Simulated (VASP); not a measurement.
Wanted: the native input for a VASP 6.6.1 run.

```yaml
Task: single point
Functional: LDA
Potentials_or_basis: VASP PAW LDA potentials, release 64 (Sb, Pd)
Cutoff: 520 eV
k_mesh: 6 × 6 × 6
Occupations: methfessel-paxton, width 0.1 eV
Spin: no spin polarisation
Dipole_correction: no
Further_INCAR_settings: ALGO = Normal; EDIFF = 1e-06; NBANDS = 26
```

The structure of SbPd3 lies in POSCAR:

```
SbPd3
1.0
    3.9926721817      0.0000000000      0.0000000000
    0.0000000000      3.9926721817      0.0000000000
    0.0000000000      0.0000000000      3.9926721817
Sb Pd
1 3
Direct
    0.0000000000      0.0000000000      0.0000000000
    0.0000000000      0.5000000000      0.5000000000
    0.5000000000      0.0000000000      0.5000000000
    0.5000000000      0.5000000000      0.0000000000
```

These files were run (other wordings do the same):

INCAR

```
PREC = Accurate ; ENCUT = 520
EDIFF = 1E-6 ; ISMEAR = 1
SIGMA = 0.1 ; LREAL = F
LASPH = T ; NELM = 100
ALGO = Normal ; ISIF = 2
LWAVE = F ; LCHARG = F
NBANDS = 26
```

KPOINTS

```
Automatic mesh
0
Gamma
  6 6 6
```

Potentials or basis: VASP PAW LDA potentials, release 64 (Sb, Pd).

Run with:

```console
$ cat potpaw_LDA.64/Sb/POTCAR potpaw_LDA.64/Pd/POTCAR > POTCAR
$ mpirun -np 1 vasp_std > vasp.out
```

Results of the run:

The pressure is -4.4 GPa.

Run time: 16 s on 1 thread of AMD EPYC 7R43 64-Core Processor (Zen 3) (shared host), peak memory 0.13 GiB.
